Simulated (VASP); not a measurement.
Here is a VASP 6.6.1 calculation.

File INCAR:

```
PREC = Accurate
ENCUT = 520
EDIFF = 1E-7
ISMEAR = 0
SIGMA = 0.1
LREAL = False
LASPH = True
NELM = 100
ALGO = Normal
ISIF = 2
LWAVE = False
LCHARG = False
GGA = PE
NBANDS = 26
```

The input KPOINTS:

```
regular mesh
0
Gamma
  4 4 4
```

Contents of POSCAR:

```
K
1.0
    7.0851781288      0.0000000000      0.0000000000
    0.0000000000      7.0851781288      0.0000000000
    0.0000000000      0.0000000000      7.0851781288
K
4
Direct
    0.0300000000      0.0300000000      0.0300000000
    0.4700000000      0.9700000000      0.5300000000
    0.5300000000      0.4700000000      0.9700000000
    0.9700000000      0.5300000000      0.4700000000
```

Potentials or basis: VASP PAW PBE potentials, release 64 (K_sv).

The run is started by

```console
$ cat potpaw_PBE.64/K_sv/POTCAR > POTCAR
$ mpirun -np 1 vasp_std > vasp.out
```

Question: Estimate the largest force.

Answer: 0.095 eV/Å.

Question: Predict the pressure.

Answer: -0.4 GPa.

Forces in eV/Å, atoms in the order of the input:
```
K   -0.055 -0.055 -0.055
K    0.055  0.055 -0.055
K   -0.055  0.055  0.055
K    0.055 -0.055  0.055
```
